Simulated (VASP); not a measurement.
Set up this calculation in VASP 6.6.1, as the native input.

- Task: single point
- Functional: PBEsol
- Potentials or basis: VASP PAW PBE potentials, release 64 (Mo_sv, Si)
- Cutoff: 520 eV
- k mesh: 8 × 8 × 8
- Occupations: fermi-dirac, width 0.1 eV
- Spin: no spin polarisation
- Dipole correction: no
- Further INCAR settings: ALGO = Normal; EDIFF = 1e-07; NBANDS = 31

The structure of Si2Mo lies in POSCAR:

```
Si2Mo
1.0
   -4.1520190000      2.4105610000      0.0000000000
    0.0000000000      2.4105610000      4.2946880000
    4.1520190000      2.4105610000      0.0000000000
Mo Si
2 4
Direct
    0.0000000000      0.0000000000      0.0000000000
    0.7500000000      0.5000000000      0.2500000000
    0.6632800000      0.0000000000      0.3367200000
    0.3367200000      0.0000000000      0.6632800000
    0.0867200000      0.5000000000      0.9132800000
    0.4132800000      0.5000000000      0.5867200000
```

One way to write it, as run:

INCAR

```
SYSTEM = Si2Mo
PREC     = Accurate       ! precision mode
ENCUT    = 520            ! plane-wave cutoff, eV
EDIFF    = 1E-7           ! SCF threshold, eV
ISMEAR   = -1             ! smearing method
SIGMA    = 0.1            ! smearing width, eV
LREAL    = .FALSE.        ! projectors in reciprocal space
LASPH    = .TRUE.         ! aspherical terms in the spheres
NELM     = 80             ! most SCF steps
ALGO     = Normal         ! electronic algorithm
ISIF     = 2              ! what is computed and relaxed
LWAVE    = .FALSE.        ! write WAVECAR
LCHARG   = .FALSE.        ! write CHGCAR
GGA      = PS             ! functional
NBANDS   = 31             ! bands
```

KPOINTS

```
Automatic mesh
0
G
  8 8 8
  0 0 0
```

Potentials or basis: VASP PAW PBE potentials, release 64 (Mo_sv, Si).

Launch:

```console
$ cat potpaw_PBE.64/Mo_sv/POTCAR potpaw_PBE.64/Si/POTCAR > POTCAR
$ mpirun -np 1 vasp_std > vasp.out
```

It gave:

- Pressure: -12.9 GPa
- Largest force: 0.015 eV/Å
- Band gap on the k mesh: zero (bands 22 and 23 overlap by 0.37 eV)

Caveat: the stress differs along the axes, from -20 to -8 GPa; the PAW data sets were made with another functional, which shifts forces and pressure a little.

It took 6.4 min on 1 thread of Intel Xeon 8259CL, with other jobs on the host, peak memory 0.35 GiB.
